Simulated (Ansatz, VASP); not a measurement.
SiGe: VASP beside Ansatz

Contents of INCAR:

```
PREC = Accurate
ENCUT = 520
EDIFF = 1E-7
ISMEAR = 0
SIGMA = 0.03
LREAL = False
LASPH = True
NELM = 60
ALGO = Normal
ISIF = 2
LWAVE = False
LCHARG = False
GGA = PS
NBANDS = 26
```

Contents of KPOINTS:

```
Automatic mesh
0
Gamma
  12 12 6
```

POSCAR

```
SiGe
1.0
    3.9348495701      0.0000000000      0.0000000000
   -1.9674247851      3.4076796878      0.0000000000
    0.0000000000      0.0000000000      6.4999556106
Si Ge
2 2
Direct
    0.6666666667      0.3333333333      0.8745463082
    0.3333333333      0.6666666667      0.3745463082
    0.6666666667      0.3333333333      0.5237332063
    0.3333333333      0.6666666667      0.0237332063
```

Input for Ansatz:

```yaml
crystal:
  lattice:
    - [3.9348495701, 0.0, 0.0]
    - [-1.9674247851, 3.4076796878, 0.0]
    - [0.0, 0.0, 6.4999556106]
  atoms:
    - { symbol: Si, position: [0.6666666667, 0.3333333333, 0.8745463082] }
    - { symbol: Si, position: [0.3333333333, 0.6666666667, 0.3745463082] }
    - { symbol: Ge, position: [0.6666666667, 0.3333333333, 0.5237332063] }
    - { symbol: Ge, position: [0.3333333333, 0.6666666667, 0.0237332063] }
basis:
  ecutwfc: 420
kpoints:
  mp_grid: { grid: [12, 12, 6] }
hamiltonian:
  xc: pbesol
  pseudopotentials: { kind: paw, azcp: { folder: soft_1 } }
scf:
  occupations: { method: gaussian, width: 0.03 }
output:
  forces: true
  stress: true
  eigenvalues: true
```

Alike in both runs: task single point; functional PBEsol; k mesh 12 × 12 × 6; occupations gaussian, width 0.03 eV; no spin polarisation.

```csv
,VASP,Ansatz
version,VASP 6.6.1,Ansatz 0.2.0
potentials or method,"VASP PAW PBE potentials, release 64 (Si, Ge_d), cutoff 520 eV","scalar-relativistic, plane waves, PAW"
valence electrons in the cell,36,36
```

VASP gave:

```
gap on the k mesh at the Fermi level (eV)                     : none
pressure (GPa)                                                : -1.5
traceless stress, the component that is largest in VASP (GPa) : 6.11
rms of the force components (eV/Å)                            : 1.207
```

Problem. What did Ansatz give for the same quantities?

Solution. gap on the k mesh at the Fermi level (eV): none; pressure (GPa): -1.4; traceless stress, the component that is largest in VASP (GPa): 6.15; rms of the force components (eV/Å): 1.210.

VASP's potentials were made for PBE, not for PBEsol, and Ansatz warns of the same on its side. Atom by atom the forces differ by 0.003 eV/Å (rms over components). A gap of «none» marks a metal or a gap that the smearing closes.
